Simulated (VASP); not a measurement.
Wanted: the native input for a VASP 6.6.1 run.

```
Task                   : single point
Functional             : PBEsol
Potentials or basis    : VASP PAW PBE potentials, release 64 (As)
Cutoff                 : 520 eV
k mesh                 : 14 × 14 × 4
Occupations            : fermi-dirac, width 0.1 eV
Spin                   : no spin polarisation
Dipole correction      : no
Further INCAR settings : ALGO = Normal; EDIFF = 1e-06; NBANDS = 18
```

The structure of As lies in POSCAR:

```
As
1.0
    3.0096250481      0.0000000000      0.0000000000
   -1.5048125240      2.6064117476      0.0000000000
    0.0000000000      0.0000000000     10.1442061499
As
4
Direct
    0.0000000000      0.0000000000      1.0000000000
    0.0000000000      0.0000000000      0.5000000000
    0.3333333333      0.6666666667      0.2500000000
    0.6666666667      0.3333333333      0.7500000000
```

This cell differs from its parent crystal: volume scaled by 1.08.

The input as run:

INCAR

```
PREC = Accurate
ENCUT = 520
EDIFF = 1E-6
ISMEAR = -1
SIGMA = 0.1
LREAL = F
LASPH = T
NELM = 100
ALGO = Normal
ISIF = 2
LWAVE = F
LCHARG = F
GGA = PS
NBANDS = 18
```

KPOINTS

```
regular mesh
0
Gamma
  14 14 4
```

Potentials or basis: VASP PAW PBE potentials, release 64 (As).

The run is started by

```sh
$ cat potpaw_PBE.64/As/POTCAR > POTCAR
$ mpirun -np 1 vasp_std > vasp.out
```

Results of the run:

The pressure is -6.0 GPa and the band gap on the k mesh is zero (band 10 reaches 10.69 eV, above the bottom of band 11 at 3.44 eV).

Caveat: the PAW data sets were made with another functional, which shifts forces and pressure a little.

Run time: 28 s on 1 thread of Intel(R) Xeon(R) 6975P-C (Granite Rapids), with other jobs on the host, peak memory 0.24 GiB.
